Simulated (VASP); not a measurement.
Wanted: the native input for a VASP 6.6.1 run.

```
Task                   : single point
Functional             : PBEsol
Potentials or basis    : VASP PAW PBE potentials, release 64 (N, Ga_d)
Cutoff                 : 520 eV
k mesh                 : 12 × 12 × 1
Occupations            : gaussian, width 0.1 eV
Spin                   : no spin polarisation
Dipole correction      : yes
Further INCAR settings : ALGO = Normal; EDIFF = 1e-06; NBANDS = 46
```

The structure of GaN lies in POSCAR:

```
GaN
1.0
    3.2062346808      0.0000000000      0.0000000000
   -1.6031173404      2.7766806841      0.0000000000
    0.0000000000      0.0000000000     33.3519125844
N Ga
4 4
Direct
    0.5106757841      0.4893242159      0.5187909630
    0.1708566040      0.8291433960      0.5985226589
    0.5044436231      0.4955563769      0.6760083529
    0.1709141349      0.8290858651      0.7543602288
    0.1880682697      0.8119317303      0.5400575827
    0.5046423981      0.4953576019      0.6174662413
    0.1711213322      0.8288786678      0.6951276313
    0.5042181784      0.4957818216      0.7741539677
```

One way to write it, as run:

INCAR

```
SYSTEM = GaN
PREC     = Accurate       ! precision mode
ENCUT    = 520            ! plane-wave cutoff, eV
EDIFF    = 1E-6           ! SCF threshold, eV
ISMEAR   = 0              ! smearing method
SIGMA    = 0.1            ! smearing width, eV
LREAL    = .FALSE.        ! projectors in reciprocal space
LASPH    = .TRUE.         ! aspherical terms in the spheres
NELM     = 100            ! most SCF steps
ALGO     = Normal         ! electronic algorithm
ISIF     = 2              ! what is computed and relaxed
LWAVE    = .FALSE.        ! write WAVECAR
LCHARG   = .FALSE.        ! write CHGCAR
LDIPOL   = .TRUE.       
IDIPOL   = 3            
DIPOL    = 0.5 0.5 0.647
GGA      = PS             ! functional
NBANDS   = 46             ! bands
```

KPOINTS

```
Automatic mesh
0
G
  12 12 1
  0 0 0
```

Potentials or basis: VASP PAW PBE potentials, release 64 (N, Ga_d).

The run is started by

```sh
$ cat potpaw_PBE.64/N/POTCAR potpaw_PBE.64/Ga_d/POTCAR > POTCAR
$ mpirun -np 1 vasp_std > vasp.out
```

It gave:

```yaml
Largest_force: 2.393 eV/Å
Band_gap_on_the_k_mesh: zero (bands 36 and 37 overlap by 0.47 eV)
```

Caveat: the PAW data sets were made with another functional, which shifts forces and pressure a little.

Wall time 12 min on 1 thread of Intel(R) Xeon(R) 6975P-C (Granite Rapids) (shared host), peak memory 0.65 GiB.
